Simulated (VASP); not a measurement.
# TiO2 (P-42_1m) in VASP: a series of runs

Runs on TiO2. Level: LDA. Tasks: single point.

Everything below comes from runs of VASP 6.6.1. Logs are shortened: lines on timing, memory, paths and dates and some standing lists are left out, and cuts for length are marked.

### 1 The cell of the first run

It takes space group P-42_1m (No. 113, tetragonal). Conventional cell: a = 4.367 Å, b = 4.367 Å, c = 2.917 Å, α = 90.00°, β = 90.00°, γ = 90.00°. Ti (site symmetry 2mm) has 6 O at 1.80 to 1.99 Å within 2.4 Å. O (site symmetry m) has 3 Ti at 1.80 to 1.99 Å and 1 O at 2.42 Å within 2.5 Å.

### 2 Single point, LDA (atoms displaced along a vibrational mode, the cell strained)

Input file INCAR:

```
PREC     = Accurate       # precision mode
ENCUT    = 520            # plane-wave cutoff, eV
EDIFF    = 1E-6           # SCF threshold, eV
ISMEAR   = 0              # smearing method
SIGMA    = 0.05           # smearing width, eV
LREAL    = F              # projectors in reciprocal space
LASPH    = T              # aspherical terms in the spheres
NELM     = 80             # most SCF steps
ALGO     = Normal         # electronic algorithm
ISIF     = 2              # what is computed and relaxed
LWAVE    = F              # write WAVECAR
LCHARG   = T              # write CHGCAR
LELF     = T              # ELF
LVHAR    = T            
NBANDS   = 33             # bands
```

Input file KPOINTS:

```
regular mesh
0
Gamma
  6 6 10
```

Input file POSCAR:

```
TiO2
1.0
    4.3671574692      0.0000000000      0.0000000000
    0.0000000000      4.3671574692      0.0000000000
    0.0000000000      0.0000000000      2.9174869449
Ti O
2 4
Direct
    0.0000000000      0.0000000000     -0.0481236087
    0.5000000000      0.5000000000      0.5481236087
    0.3039457558      0.3039457558      0.0053747007
    0.1960542442      0.8039457558      0.4946252993
    0.6960542442      0.6960542442      0.0053747007
    0.8039457558      0.1960542442      0.4946252993
```

Potentials or basis: VASP PAW LDA potentials, release 64 (Ti_sv, O).

Run with:

```bash
$ cat potpaw_LDA.64/Ti_sv/POTCAR potpaw_LDA.64/O/POTCAR > POTCAR
$ mpirun -np 1 vasp_std > vasp.out
```

OUTCAR:

```text
PREC = Accurate
   ENCUT = 520
   EDIFF = 1E-6
   ISMEAR = 0
   LREAL = F
   LASPH = T
   NELM = 80
   ISIF = 2

 ion  position               nearest neighbor table
   1  0.000  0.000  0.952-   4 1.80   6 1.80   5 1.88   3 1.88   4 1.99   6 1.99
   2  0.500  0.500  0.548-   3 1.80   5 1.80   4 1.88   6 1.88   3 1.99   5 1.99
   3  0.304  0.304  0.005-   2 1.80   1 1.88   2 1.99
   4  0.196  0.804  0.495-   1 1.80   2 1.88   1 1.99
   5  0.696  0.696  0.005-   2 1.80   1 1.88   2 1.99
   6  0.804  0.196  0.495-   1 1.80   2 1.88   1 1.99

  LATTYP: Found a simple tetragonal cell.
 ALAT       =     4.3671574692
 C/A-ratio  =     0.6680516939

  Lattice vectors:

 A1 = (   4.3671574692,   0.0000000000,   0.0000000000)
 A2 = (   0.0000000000,   4.3671574692,   0.0000000000)
 A3 = (   0.0000000000,   0.0000000000,   2.9174869449)

Analysis of symmetry for initial positions (statically):
=====================================================================
 Subroutine PRICEL returns:
 Original cell was already a primitive cell.

 Routine SETGRP: Setting up the symmetry group for a
 simple tetragonal supercell.

 Subroutine GETGRP returns: Found  8 space group operations
 (whereof  4 operations were pure point group operations)
 out of a pool of 16 trial point group operations.

The static configuration has the point symmetry C_2v.
 The point group associated with its full space group is D_2d.

Analysis of symmetry for dynamics (positions and initial velocities):
=====================================================================
 Subroutine PRICEL returns:
 Original cell was already a primitive cell.

 Routine SETGRP: Setting up the symmetry group for a
 simple tetragonal supercell.

 Subroutine GETGRP returns: Found  8 space group operations
 (whereof  4 operations were pure point group operations)
 out of a pool of 16 trial point group operations.

The dynamic configuration has the point symmetry C_2v.
 The point group associated with its full space group is D_2d.

 Subroutine INISYM returns: Found  8 space group operations
 (whereof  4 operations are pure point group operations),
 and found     1 'primitive' translations

----------------------------------------------------------------------------------------

                                     Primitive cell

  volume of cell :      55.6425

  direct lattice vectors                    reciprocal lattice vectors
     4.367157469  0.000000000  0.000000000     0.228981897  0.000000000  0.000000000
     0.000000000  4.367157469  0.000000000     0.000000000  0.228981897  0.000000000
     0.000000000  0.000000000  2.917486945     0.000000000  0.000000000  0.342760745

  length of vectors
     4.367157469  4.367157469  2.917486945     0.228981897  0.228981897  0.342760745

  position of ions in fractional coordinates (direct lattice)
     0.000000000  0.000000000  0.951876391
     0.500000000  0.500000000  0.548123609
     0.303945756  0.303945756  0.005374701
     0.196054244  0.803945756  0.494625299
     0.696054244  0.696054244  0.005374701
     0.803945756  0.196054244  0.494625299

  ion indices of the primitive-cell ions
   primitive index   ion index
                 1           1
                 2           2
                 3           3
                 4           4
                 5           5
                 6           6

----------------------------------------------------------------------------------------

 KPOINTS: regular mesh

Automatic generation of k-mesh.
 Grid dimensions read from file:
 generate k-points for:    6    6   10

 Generating k-lattice:

  Cartesian coordinates                     Fractional coordinates (reciprocal lattice)
     0.038163649  0.000000000  0.000000000     0.166666667  0.000000000  0.000000000
     0.000000000  0.038163649  0.000000000     0.000000000  0.166666667  0.000000000
     0.000000000  0.000000000  0.034276075     0.000000000  0.000000000  0.100000000

  Length of vectors
     0.038163649  0.038163649  0.034276075

  Shift w.r.t. Gamma in fractional coordinates (k-lattice)
     0.000000000  0.000000000  0.000000000

 Subroutine IBZKPT returns following result:
 ===========================================

 Found     60 irreducible k-points:

 Following reciprocal coordinates:
            Coordinates               Weight
  0.000000  0.000000  0.000000      1.000000
  0.166667  0.000000  0.000000      4.000000
  0.333333  0.000000  0.000000      4.000000
  0.500000  0.000000  0.000000      2.000000
  0.166667  0.166667  0.000000      4.000000
  0.333333  0.166667  0.000000      8.000000
[... 16 lines left out ...]
  0.333333  0.000000  0.200000      8.000000
  0.500000  0.000000  0.200000      4.000000
 [... further k-points ...]
   k-points           NKPTS =     60   k-points in BZ     NKDIM =     60   number of bands    NBANDS=     33
   number of dos      NEDOS =    301   number of ions     NIONS =      6
   total plane-waves  NPLWV =  24576
   dimension x,y,z NGX =    32 NGY =   32 NGZ =   24
   dimension x,y,z NGXF=    64 NGYF=   64 NGZF=   48
   ions per type =               2   4
   NGX,Y,Z   is equivalent  to a cutoff of  12.18, 12.18, 13.68 a.u.
   NGXF,Y,Z  is equivalent  to a cutoff of  24.36, 24.36, 27.35 a.u.
 SYSTEM =  unknown system
   PREC   = accura    normal or accurate (medium, high low for compatibility)
   ISTART =      0    job   : 0-new  1-cont  2-samecut
   ICHARG =      2    charge: 1-file 2-atom 10-const
   ISPIN  =      1    spin polarized calculation?
   LNONCOLLINEAR =      F non collinear calculations
   LSORBIT =      F    spin-orbit coupling
   LASPH  =      T    aspherical Exc in radial PAW
   ENCUT  =  520.0 eV  38.22 Ry    6.18 a.u.   8.12  8.12  5.42*2*pi/ulx,y,z
   NELM   =     80;   NELMIN=  2; NELMDL= -5     # of ELM steps
   EDIFF  = 0.1E-05   stopping-criterion for ELM
   LREAL  =      F    real-space projection
   EDIFFG = 0.1E-04   stopping-criterion for IOM
   NSW    =      0    number of steps for IOM
   IBRION =     -1    ionic relax: 0-MD 1-quasi-New 2-CG
   NFREE  =      0    steps in history (QN), initial steepest desc. (CG)
   ISIF   =      2    stress and relaxation
   ISYM   =      2    0-nonsym 1-usesym 2-fastsym
   POTIM  = 0.5000    time-step for ionic-motion
   TEBEG  =    0.0;   TEEND  =   0.0 temperature during run
   PSTRESS=    0.0 pullay stress
   NELECT =      48.0000    total number of electrons
   NUPDOWN=      -1.0000    fix difference up-down
   EMIN   =  10.00;   EMAX   =-10.00  energy-range for DOS
   EFERMI =   0.00;   METHOD = LEGACY
   ISMEAR =     0;   SIGMA  =   0.05  broadening in eV -4-tet -1-fermi 0-gaus
   EFERMI_NEDOS =   21; number of points for ismear=-14 and -15
   IALGO  =     38    algorithm
   IMIX   =      4    mixing-type and parameters
     AMIX     =   0.40;   BMIX     =  1.00
     AMIX_MAG =   1.60;   BMIX_MAG =  1.00
  volume/ion in A,a.u.               =       9.27        62.58
  Fermi-wavevector in a.u.,A,eV,Ry     =   1.558427  2.944999 33.044383  2.428694
  Thomas-Fermi vector in A             =   2.661933
   LORBIT       =      0    0 simple, 1 ext, 2 COOP (PROOUT), +10 PAW based schemes
   GGA     = CA    functional components
   LHFCALC =     F    Hartree Fock is set to
   AEXX    =    0.0000 exact exchange contribution
   IVDW    =     0    specifies the selected vdW correction
   LEPSILON=     F    determine dielectric tensor
   LRPA    =     F    only Hartree local field effects (RPA)
 non-spin polarized calculation
 Gauss-broadening in eV      SIGMA  =   0.05
  energy-cutoff  :      520.00
  volume of cell :       55.64
 maximum number of plane-waves:      1524
   NGX = 17   NGY = 17   NGZ = 11

 number of electron      48.0000025 magnetization

 Free energy of the ion-electron system (eV)
  ---------------------------------------------------
  ext. energy  EPLUGINS =         0.00000000
  ---------------------------------------------------
  free energy    TOTEN  =       -58.26274989 eV

  energy without entropy =      -58.26274989  energy(sigma->0) =      -58.26274989

 E-fermi :   6.2027     XC(G=0): -12.6118

 val. band max:        5.8503241695   @ k =   0.0000   0.0000   0.0000
 cond. band min:       8.0842691588   @ k =   0.5000   0.0000   0.5000
 fundamental gap:      2.2339449893
 Fermi energy:         6.2027019347

 k-point     1 :       0.0000    0.0000    0.0000
  band No.  band energies     occupation
      1     -49.9023      2.00000
      2     -49.8628      2.00000
      3     -26.7848      2.00000
      4     -26.7848      2.00000
      5     -26.4833      2.00000
      6     -26.4833      2.00000
[... 25 lines left out ...]
     32      13.5330      0.00000
     33      13.5818      0.00000

 k-point     2 :       0.1667    0.0000    0.0000
  band No.  band energies     occupation
      1     -49.8996      2.00000
      2     -49.8654      2.00000
      3     -26.7686      2.00000
      4     -26.7661      2.00000
      5     -26.5111      2.00000
      6     -26.5048      2.00000
[... 25 lines left out ...]
     32      13.3883      0.00000
     33      13.4190      0.00000

 k-point     3 :       0.3333    0.0000    0.0000
  band No.  band energies     occupation
      1     -49.8923      2.00000
      2     -49.8726      2.00000
      3     -26.7233      2.00000
      4     -26.7161      2.00000
      5     -26.5687      2.00000
      6     -26.5592      2.00000
[... 25 lines left out ...]
     32      13.0928      0.00000
     33      13.1521      0.00000

 k-point     4 :       0.5000    0.0000    0.0000
  band No.  band energies     occupation
      1     -49.8824      2.00000
      2     -49.8824      2.00000
      3     -26.6723      2.00000
      4     -26.6723      2.00000
      5     -26.6150      2.00000
      6     -26.6150      2.00000
[... 673 lines left out ...]
     32      12.7587      0.00000
     33      12.9585      0.00000

 k-point    23 :       0.3333    0.0000    0.2000
  band No.  band energies     occupation
      1     -49.8717      2.00000
      2     -49.8549      2.00000
      3     -26.7347      2.00000
      4     -26.6987      2.00000
      5     -26.6537      2.00000
      6     -26.6231      2.00000
[... 25 lines left out ...]
     32      12.3083      0.00000
     33      12.9117      0.00000

 k-point    24 :       0.5000    0.0000    0.2000
  band No.  band energies     occupation
      1     -49.8633      2.00000
      2     -49.8633      2.00000
      3     -26.7176      2.00000
      4     -26.7176      2.00000
      5     -26.6177      2.00000
      6     -26.6177      2.00000
[... 25 lines left out ...]
     32      12.1565      0.00000
     33      13.4304      0.00000

 [... further k-points ...]

------------------------ aborting loop because EDIFF is reached ----------------------------------------

  FORCE on cell =-STRESS in cart. coord.  units (eV):
  Direction    XX          YY          ZZ          XY          YZ          ZX
  --------------------------------------------------------------------------------------
  -------------------------------------------------------------------------------------
  Total       10.1190140     10.1190140      8.6031926      0.0000000      0.0000000      0.0000000
  in kB      291.3682034    291.3682034    247.7214428      0.0000000      0.0000000      0.0000000
  external PRESSURE =     276.8192832 kB  Pullay stress =       0.0000000 kB

 VOLUME and BASIS-vectors are now :
 -----------------------------------------------------------------------------
  energy-cutoff  :      520.00
  volume of cell :       55.64
      direct lattice vectors                 reciprocal lattice vectors
     4.367157469  0.000000000  0.000000000     0.228981897  0.000000000  0.000000000
     0.000000000  4.367157469  0.000000000     0.000000000  0.228981897  0.000000000
     0.000000000  0.000000000  2.917486945     0.000000000  0.000000000  0.342760745

 POSITION                                       TOTAL-FORCE (eV/Angst)
 -----------------------------------------------------------------------------------
      0.00000      0.00000      2.77709         0.000000      0.000000      1.083646
      2.18358      2.18358      1.59914         0.000000      0.000000     -1.083646
      1.32738      1.32738      0.01568        -0.395556     -0.395556      0.588200
      0.85620      3.51096      1.44306         0.395556     -0.395556     -0.588200
      3.03978      3.03978      0.01568         0.395556      0.395556      0.588200
      3.51096      0.85620      1.44306        -0.395556      0.395556     -0.588200
 -----------------------------------------------------------------------------------
    total drift:                                0.000000      0.000000     -0.000000

  FREE ENERGIE OF THE ION-ELECTRON SYSTEM (eV)
  ---------------------------------------------------
  free  energy   TOTEN  =       -58.2627498926 eV

  energy  without entropy=      -58.2627498926  energy(sigma->0) =      -58.26274989
```

It took 85 s on 1 thread of Intel Xeon Platinum 8259CL at 2.50GHz (Skylake/Cascade Lake), shared host; peak memory 0.2 GiB.

Results:

```
Free energy            : -58.2627 eV
Pressure               : 27.7 GPa
Largest force          : 1.084 eV/Å
Band gap on the k mesh : 2.23 eV (least direct gap 2.31 eV)
```

Forces in eV/Å, atoms in the order of the input:
```
Ti   0.000  0.000  1.084
Ti   0.000  0.000 -1.084
O   -0.396 -0.396  0.588
O    0.396 -0.396 -0.588
O    0.396  0.396  0.588
O   -0.396  0.396 -0.588
```

Caveat: the cell differs from its parent crystal (atoms displaced along a vibrational mode, the cell strained); the cell stands under pressure; forces of over 1 eV/Å act on the atoms, so gaps and moduli don't describe the material at rest. A k mesh can miss the band edges.

### 3 Single point, LDA (atoms displaced along a vibrational mode, the cell strained)

Input file INCAR:

```
SYSTEM = TiO2
ALGO = Normal
EDIFF = 1E-7
ENCUT = 520
ISIF = 2
ISMEAR = 0
LASPH = .TRUE.
LCHARG = .TRUE.
LELF = .TRUE.
LREAL = .FALSE.
LVHAR = .TRUE.
LWAVE = .FALSE.
NBANDS = 33
NELM = 60
PREC = Accurate
SIGMA = 0.05
```

Input file KPOINTS:

```
k-points
0
G
  6 6 10
  0 0 0
```

POSCAR, as its differences from that of step 2:

```diff
@@ -2,4 +2,4 @@
 1.0
-    4.3671574692      0.0000000000      0.0000000000
-    0.0000000000      4.3671574692      0.0000000000
+    4.6096256912      0.0000000000      0.0000000000
+    0.0000000000      4.6096256912      0.0000000000
     0.0000000000      0.0000000000      2.9174869449
```

Potentials or basis: VASP PAW LDA potentials, release 64 (Ti_sv, O).

Run with:

```bash
$ cat potpaw_LDA.64/Ti_sv/POTCAR potpaw_LDA.64/O/POTCAR > POTCAR
$ mpirun -np 1 vasp_std > vasp.out
```

Wall time 2.4 min (1 thread of Intel Xeon Platinum 8259CL at 2.50GHz (Skylake/Cascade Lake), shared host); peak memory 0.22 GiB.

Results (log left out):

| Quantity | Value |
| --- | --- |
| Free energy | -58.7123 eV |
| Pressure | -2.7 GPa |
| Largest force | 0.413 eV/Å |
| Band gap on the k mesh | 2.08 eV (least direct gap 2.13 eV) |

Forces on the atoms (eV/Å):
```
Ti   0.000  0.000  0.413
Ti   0.000  0.000 -0.413
O   -0.093 -0.093  0.010
O    0.093 -0.093 -0.010
O    0.093  0.093  0.010
O   -0.093  0.093 -0.010
```

Stress tensor (GPa, compression positive):
```
-4.03  0.00  0.00
 0.00 -4.03  0.00
 0.00  0.00 -0.06
```

Levels at points of the mesh, in eV from the valence-band top:
| k point | band 20 | band 21 | band 22 | band 23 | band 24 | band 25 | band 26 | band 27 | band 28 | band 29 |
| --- | --- | --- | --- | --- | --- | --- | --- | --- | --- | --- |
| (0.00, 0.00, 0.00) | -1.91 | -0.67 | -0.50 | -0.50 | 0.00 | 2.13 | 2.27 | 2.62 | 2.73 | 2.73 |
| (0.50, 0.00, 0.00) | -2.94 | -1.56 | -1.56 | -0.76 | -0.76 | 2.77 | 2.77 | 3.23 | 3.23 | 3.82 |
| (0.50, 0.50, 0.00) | -2.25 | -1.24 | -1.24 | -1.12 | -1.12 | 2.11 | 2.11 | 2.78 | 2.78 | 4.08 |
| (0.00, 0.00, 0.50) | -2.80 | -2.63 | -2.10 | -1.37 | -1.37 | 2.72 | 3.39 | 3.54 | 3.63 | 3.77 |
| (0.50, 0.00, 0.50) | -2.34 | -1.97 | -1.97 | -1.05 | -1.05 | 2.08 | 2.08 | 3.54 | 3.54 | 4.09 |
| (0.50, 0.50, 0.50) | -2.84 | -1.30 | -1.30 | -0.63 | -0.63 | 2.78 | 2.78 | 3.36 | 3.36 | 3.53 |

Caveat: the cell differs from its parent crystal (atoms displaced along a vibrational mode, the cell strained).
